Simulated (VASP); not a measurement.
Wanted: the native input for a VASP 6.6.1 run.

- Task: single point
- Functional: PBE
- Potentials or basis: VASP PAW PBE potentials, release 64 (Li_sv, Se)
- Cutoff: 750 eV
- k mesh: 8 × 8 × 8
- Occupations: gaussian, width 0.02 eV
- Spin: no spin polarisation
- Dipole correction: no
- Further INCAR settings: ALGO = Normal; EDIFF = 1e-06; NBANDS = 13

The structure of Li2Se lies in POSCAR:

```
Li2Se
1.0
    0.0000000000      3.0025000000      3.0025000000
    3.0025000000      0.0000000000      3.0025000000
    3.0025000000      3.0025000000      0.0000000000
Li Se
2 1
Direct
    0.2500000000      0.2500000000      0.2500000000
    0.7500000000      0.7500000000      0.7500000000
    0.0000000000      0.0000000000      0.0000000000
```

One way to write it, as run:

INCAR

```
  PREC = Accurate
  ENCUT = 750
  EDIFF = 1E-6
  ISMEAR = 0
  SIGMA = 0.02
  LREAL = False
  LASPH = True
  NELM = 120
  ALGO = Normal
  ISIF = 2
  LWAVE = False
  LCHARG = False
  GGA = PE
  NBANDS = 13
  GGA_COMPAT = False
```

KPOINTS

```
regular mesh
0
Gamma
  8 8 8
```

Potentials or basis: VASP PAW PBE potentials, release 64 (Li_sv, Se).

Launch:

```console
$ cat potpaw_PBE.64/Li_sv/POTCAR potpaw_PBE.64/Se/POTCAR > POTCAR
$ mpirun -np 1 vasp_std > vasp.out
```

Results of the run:

| Property | Result |
| --- | --- |
| Pressure | 0.0 GPa |
| Band gap on the k mesh | 2.97 eV, indirect (least direct gap 3.38 eV) |

Run time: 91 s on 1 thread of AMD EPYC 7571 (shared host), peak memory 0.21 GiB.
